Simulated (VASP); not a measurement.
# Sn (a cell with a defect) in VASP: single point with LDA

Aim: the single point of Sn (a cell with a defect) with LDA.

Everything below comes from runs of VASP 6.6.1. Logs are shortened: lines on timing, memory, paths and dates and some standing lists are left out, and cuts for length are marked.

### Step 1. The cell of the first run

The cell holds a defect, 15 atoms: a = 9.156 Å, b = 9.156 Å, c = 9.156 Å, α = 60.00°, β = 60.00°, γ = 60.00°.

### Step 2. Single point, LDA

The input, INCAR:

```
SYSTEM = Sn
PREC = Accurate
ENCUT = 400
EDIFF = 1E-6
ISMEAR = -1
SIGMA = 0.1
LREAL = .FALSE.
LASPH = .TRUE.
NELM = 120
ALGO = Normal
ISIF = 2
LWAVE = .FALSE.
LCHARG = .FALSE.
NBANDS = 118
GGA_COMPAT = .FALSE.
```

The input, KPOINTS:

```
regular mesh
0
G
  2 2 2
  0 0 0
```

The input, POSCAR:

```
Sn
1.0
    0.0000000000      6.4742849800      6.4742849800
    6.4742849800      0.0000000000      6.4742849800
    6.4742849800      6.4742849800      0.0000000000
Sn
15
Direct
    0.0073791932      0.0062257068     -0.0222809160
    0.1205509184      0.1193853842      0.1468894253
    0.0639789569      0.0628387538      0.5622467981
    0.0056101948      0.4977357361     -0.0028086499
    0.1223148969      0.6278782155      0.1272998489
    0.0073678406      0.4782284854      0.5056483473
    0.1205663641      0.6472898572      0.6188430093
    0.4988976404      0.0044788730     -0.0028269531
    0.6290303891      0.1211571629      0.1273183066
    0.4793998889      0.0062259385      0.5056671911
    0.6486112386      0.1193756534      0.6188258645
    0.5003816653      0.4992218461     -0.0013421559
    0.6275520791      0.6264199078      0.1258369075
    0.4989155575      0.4977262369      0.5038938678
    0.6290205038      0.6278798373      0.6205910015
```

Potentials or basis: VASP PAW LDA potentials, release 64 (Sn_d).

On the command line:

```console
$ cat potpaw_LDA.64/Sn_d/POTCAR > POTCAR
$ mpirun -np 1 vasp_std > vasp.out
```

OUTCAR:

```text
SYSTEM = Sn
   PREC = Accurate
   ENCUT = 400
   EDIFF = 1E-6
   ISMEAR = -1
   LREAL = .FALSE.
   LASPH = .TRUE.
   NELM = 120
   ISIF = 2

 ion  position               nearest neighbor table
   1  0.007  0.006  0.978-   5 2.83   9 2.83   2 2.97   3 3.37
   2  0.121  0.119  0.147-   8 2.83   4 2.83   1 2.97   3 3.37
   3  0.064  0.063  0.562-   2 3.37   6 3.37  11 3.37  10 3.37   1 3.37   7 3.37
   4  0.006  0.498  0.997-   5 2.82  13 2.83   7 2.83   2 2.83
   5  0.122  0.628  0.127-   4 2.82  12 2.83   1 2.83   6 2.83
   6  0.007  0.478  0.506-  15 2.83   5 2.83   7 2.97   3 3.37
   7  0.121  0.647  0.619-   4 2.83  14 2.83   6 2.97   3 3.37
   8  0.499  0.004  0.997-   9 2.82  13 2.83   2 2.83  11 2.83
   9  0.629  0.121  0.127-   8 2.82  12 2.83   1 2.83  10 2.83
  10  0.479  0.006  0.506-  15 2.83   9 2.83  11 2.97   3 3.37
  11  0.649  0.119  0.619-   8 2.83  14 2.83  10 2.97   3 3.37
  12  0.500  0.499  0.999-   9 2.83   5 2.83  15 2.83  13 2.85
  13  0.628  0.626  0.126-  14 2.83   4 2.83   8 2.83  12 2.85
  14  0.499  0.498  0.504-  15 2.82  13 2.83   7 2.83  11 2.83
  15  0.629  0.628  0.621-  14 2.82  12 2.83  10 2.83   6 2.83

  LATTYP: Found a face centered cubic cell.
 ALAT       =    12.9485699600

  Lattice vectors:

 A1 = (   0.0000000000,   6.4742849800,   6.4742849800)
 A2 = (   6.4742849800,   0.0000000000,   6.4742849800)
 A3 = (   6.4742849800,   6.4742849800,   0.0000000000)

Analysis of symmetry for initial positions (statically):
=====================================================================
 Subroutine PRICEL returns:
 Original cell was already a primitive cell.

 Routine SETGRP: Setting up the symmetry group for a
 face centered cubic supercell.

 Subroutine GETGRP returns: Found  1 space group operations
 (whereof  1 operations were pure point group operations)
 out of a pool of 48 trial point group operations.

The static configuration has the point symmetry C_1 .

Analysis of symmetry for dynamics (positions and initial velocities):
=====================================================================
 Subroutine PRICEL returns:
 Original cell was already a primitive cell.

 Routine SETGRP: Setting up the symmetry group for a
 face centered cubic supercell.

 Subroutine GETGRP returns: Found  1 space group operations
 (whereof  1 operations were pure point group operations)
 out of a pool of 48 trial point group operations.

The dynamic configuration has the point symmetry C_1 .
[... 123 lines left out ...]
   ISMEAR =    -1;   SIGMA  =   0.10  broadening in eV -4-tet -1-fermi 0-gaus
   EFERMI_NEDOS =   21; number of points for ismear=-14 and -15
   IALGO  =     38    algorithm
   IMIX   =      4    mixing-type and parameters
     AMIX     =   0.40;   BMIX     =  1.00
     AMIX_MAG =   1.60;   BMIX_MAG =  1.00
  volume/ion in A,a.u.               =      36.18       244.18
  Fermi-wavevector in a.u.,A,eV,Ry     =   1.192924  2.254300 19.362012  1.423068
  Thomas-Fermi vector in A             =   2.328951
   LORBIT       =      0    0 simple, 1 ext, 2 COOP (PROOUT), +10 PAW based schemes
   GGA     = CA    functional components
   LHFCALC =     F    Hartree Fock is set to
   AEXX    =    0.0000 exact exchange contribution
   IVDW    =     0    specifies the selected vdW correction
   LEPSILON=     F    determine dielectric tensor
   LRPA    =     F    only Hartree local field effects (RPA)
 non-spin polarized calculation
  energy-cutoff  :      400.00
  volume of cell :      542.76
 maximum number of plane-waves:      9864
 NGX is ok and might be reduce to    60
   NGX = 29   NGY = 29   NGZ = 29

 number of electron     210.0000011 magnetization

 Free energy of the ion-electron system (eV)
  ---------------------------------------------------
  ext. energy  EPLUGINS =         0.00000000
  ---------------------------------------------------
  free energy    TOTEN  =       -63.80228451 eV

  energy without entropy =      -63.52543309  energy(sigma->0) =      -63.66385880

 E-fermi :   4.5777     XC(G=0):  -8.9968

 val. band max:        4.5120284815   @ k =   0.0000   0.5000   0.5000
 cond. band min:       4.5882523461   @ k =   0.0000   0.0000   0.0000
 fundamental gap:      0.0762238646
 Fermi energy:         4.5777366632

 k-point     1 :       0.0000    0.0000    0.0000
  band No.  band energies     occupation
      1     -16.8932      2.00000
      2     -16.8931      2.00000
      3     -16.8752      2.00000
      4     -16.8655      2.00000
      5     -16.8655      2.00000
      6     -16.7864      2.00000
[... 949 lines left out ...]
    116       7.8668      0.00000
    117       8.3203      0.00000
 [bands above 117 left out]

------------------------ aborting loop because EDIFF is reached ----------------------------------------

  FORCE on cell =-STRESS in cart. coord.  units (eV):
  Direction    XX          YY          ZZ          XY          YZ          ZX
  --------------------------------------------------------------------------------------
  -------------------------------------------------------------------------------------
  Total       -8.1592607     -8.1595980     -8.1586542     -2.0956623     -2.0946165     -2.0952728
  in kB      -24.0855163    -24.0865119    -24.0837260     -6.1862356     -6.1831483     -6.1850858
  external PRESSURE =     -24.0852514 kB  Pullay stress =       0.0000000 kB

 VOLUME and BASIS-vectors are now :
 -----------------------------------------------------------------------------
  energy-cutoff  :      400.00
  volume of cell :      542.76
      direct lattice vectors                 reciprocal lattice vectors
     0.000000000  6.474284980  6.474284980    -0.077228605  0.077228605  0.077228605
     6.474284980  0.000000000  6.474284980     0.077228605 -0.077228605  0.077228605
     6.474284980  6.474284980  0.000000000     0.077228605  0.077228605 -0.077228605

 POSITION                                       TOTAL-FORCE (eV/Angst)
 -----------------------------------------------------------------------------------
      6.37034      6.37781      0.08808        -0.000474     -0.000582      0.003623
      1.72394      1.73149      1.55342         0.000305      0.000183     -0.003168
      4.04698      4.05436      0.82105         0.000188      0.000083      0.000163
      9.67858      6.49242      3.25881        -0.003460     -0.003897     -0.003926
      4.88924      1.61608      4.85696         0.003177      0.004121      0.003994
      6.36990      3.32141      3.14389        -0.001029      0.003451     -0.001252
      8.19731      4.78715      4.97132         0.000990     -0.003247      0.000839
      6.48498      9.68599      3.25900        -0.003990     -0.003180     -0.003894
      1.60870      4.89682      4.85693         0.004153      0.003316      0.004036
      3.31414      6.37761      3.14408         0.003395     -0.000277     -0.000326
      4.77933      8.20575      4.97217        -0.003351     -0.000089     -0.000181
      9.69770      9.70521      6.47172         0.007368      0.007047      0.006924
      4.87033      4.87766      8.11857        -0.007307     -0.007022     -0.007116
      6.48477      6.49247      6.45254        -0.004020     -0.003976     -0.003112
      8.08296      8.09034      8.13753         0.004055      0.004069      0.003397
 -----------------------------------------------------------------------------------
    total drift:                               -0.001084     -0.000776     -0.000459

  FREE ENERGIE OF THE ION-ELECTRON SYSTEM (eV)
  ---------------------------------------------------
  free  energy   TOTEN  =       -63.8022845050 eV

  energy  without entropy=      -63.5254330891  energy(sigma->0) =      -63.66385880
```

stdout:

```text
POSCAR found type information on POSCAR Sn
 POSCAR found :  1 types and      15 ions
 scaLAPACK will be used
 LDA part: xc-table for (Slater(with rela. corr.)+CA(PZ))
 , standard interpolation
 POSCAR, INCAR and KPOINTS ok, starting setup
 FFT: planning ... GRIDC
 FFT: planning ... GRID_SOFT
 FFT: planning ... GRID
 WAVECAR not read
 entering main loop
```

It took 4.5 min on 1 thread of Intel Xeon 6975P-C (Granite Rapids), shared host; peak memory 0.47 GiB.

What came out:

* Free energy: -63.8023 eV
* Pressure: -2.4 GPa
* Largest force: 0.012 eV/Å
* Band gap on the k mesh: zero (bands 105 and 106 overlap by 0.10 eV)

Forces on the atoms (eV/Å):
```
Sn   0.000 -0.001  0.004
Sn   0.000  0.000 -0.003
Sn   0.000  0.000  0.000
Sn  -0.003 -0.004 -0.004
Sn   0.003  0.004  0.004
Sn  -0.001  0.003 -0.001
Sn   0.001 -0.003  0.001
Sn  -0.004 -0.003 -0.004
Sn   0.004  0.003  0.004
Sn   0.003  0.000  0.000
Sn  -0.003  0.000  0.000
Sn   0.007  0.007  0.007
Sn  -0.007 -0.007 -0.007
Sn  -0.004 -0.004 -0.003
Sn   0.004  0.004  0.003
```

Caveat: the k points lie up to 0.42 Å⁻¹ apart; spin-orbit coupling is left out, which moves the levels of the heavy elements.
